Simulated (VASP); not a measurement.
# Pd: single point with PBE

The system is Pd.

```xyz
1
Lattice="-1.5842 1.5842 1.5842 1.5842 -1.5842 1.5842 1.5842 1.5842 -1.5842" Properties=species:S:1:pos:R:3 pbc="T T T"
Pd    0.0000    0.0000    0.0000
```

This cell differs from its parent crystal: volume scaled by 1.03.

```yaml
Program: VASP 6.6.1
Task: single point
Functional: PBE
Potentials_or_basis: VASP PAW PBE potentials, release 64 (Pd)
Cutoff: 520 eV
k_mesh: 18 × 18 × 18
Occupations: gaussian, width 0.1 eV
Spin: no spin polarisation
```

* Pressure: -4.7 GPa
* Band gap on the k mesh: zero (band 5 reaches 9.09 eV, above the bottom of band 6 at 7.63 eV)

Levels at points of the mesh, in eV from the Fermi level:
```
           k point  band 2  band 3  band 4  band 5  band 6  band 7  band 8  band 9
(0.00, 0.00, 0.00)   -2.63   -2.63   -2.63   -0.85   -0.85   19.22   19.22   19.22
(0.50, 0.00, 0.00)   -3.70   -0.92   -0.65    0.53    1.55    7.36   14.96   17.14
(0.50, 0.50, 0.50)   -4.65    0.19    0.19    0.19    8.98    8.98    8.98   16.54
```

Wall time 24 s on 1 thread of Intel(R) Xeon(R) Platinum 8375C CPU @ 2.90GHz (Ice Lake), on a shared host, peak memory 0.15 GiB.
